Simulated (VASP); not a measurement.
Wanted: the native input for a VASP 6.6.1 run.

```yaml
Task: single point
Functional: PBE-based screened hybrid with 30 % exact exchange
Potentials_or_basis: VASP PAW PBE potentials, release 64 (In_d, As)
Cutoff: 520 eV
k_mesh: 4 × 4 × 5
Occupations: fermi-dirac, width 0.05 eV
Spin: no spin polarisation
Dipole_correction: no
Grid_for_exact_exchange_PRECFOCK: Normal
Share_of_exact_exchange: 0.3
Further_INCAR_settings: ALGO = Normal; EDIFF = 1e-06; NBANDS = 16
Screening_parameter: 0.2 1/Å
```

The system is InAs.

```xyz
2
Lattice="4.7312 0.0000 0.0000 -2.3656 4.0974 0.0000 0.0000 0.0000 2.9109" Properties=species:S:1:pos:R:3 pbc="T T T"
In    0.0000    0.0000    0.0000
As    2.3656    1.3658    0.0000
```

One way to write it, as run:

POSCAR

```
InAs
1.0
    4.7312200000      0.0000000000      0.0000000000
   -2.3656100000      4.0973600000      0.0000000000
    0.0000000000      0.0000000000      2.9108900000
In As
1 1
Direct
    0.0000000000      0.0000000000      0.0000000000
    0.6666700000      0.3333300000      0.0000000000
```

INCAR.step1

```
SYSTEM = InAs
PREC = Accurate
ENCUT = 520
EDIFF = 1E-5
ISMEAR = -1
SIGMA = 0.05
LREAL = .False.
LASPH = .True.
NELM = 80
ALGO = Normal
ISIF = 2
LWAVE = .True.
GGA = PE
NBANDS = 16
```

INCAR.step2

```
SYSTEM = InAs
PREC = Accurate
ENCUT = 520
EDIFF = 1E-6
ISMEAR = -1
SIGMA = 0.05
LREAL = .False.
LASPH = .True.
NELM = 80
ALGO = Normal
ISIF = 2
LWAVE = .False.
LCHARG = .True.
GGA = PE
LHFCALC = .True.
AEXX = 0.3
HFSCREEN = 0.2
PRECFOCK = Normal
LELF = .True.
LVHAR = .True.
ISTART = 1
NBANDS = 16
```

KPOINTS

```
Automatic mesh
0
Gamma
  4 4 5
  0 0 0
```

Potentials or basis: VASP PAW PBE potentials, release 64 (In_d, As).

Launch:

```bash
$ cat potpaw_PBE.64/In_d/POTCAR potpaw_PBE.64/As/POTCAR > POTCAR
$ cp INCAR.step1 INCAR
$ mpirun -np 1 vasp_std > vasp.out
$ cp INCAR.step2 INCAR
$ mpirun -np 1 vasp_std > vasp.out
```

It gave:

```yaml
Pressure: -0.2 GPa
Band_gap_on_the_k_mesh: zero (bands 9 and 10 overlap by 1.79 eV)
```

Caveat: the k points lie up to 0.43 Å⁻¹ apart, too coarse for converged energies and pressures of a metal; the PAW data sets were made with another functional, which shifts forces and pressure a little; spin-orbit coupling is left out, which moves the levels of the heavy elements.

Run time: 38 min on 1 thread of Oxide Virtual Turin-like Processor, on a shared host, peak memory 0.26 GiB.
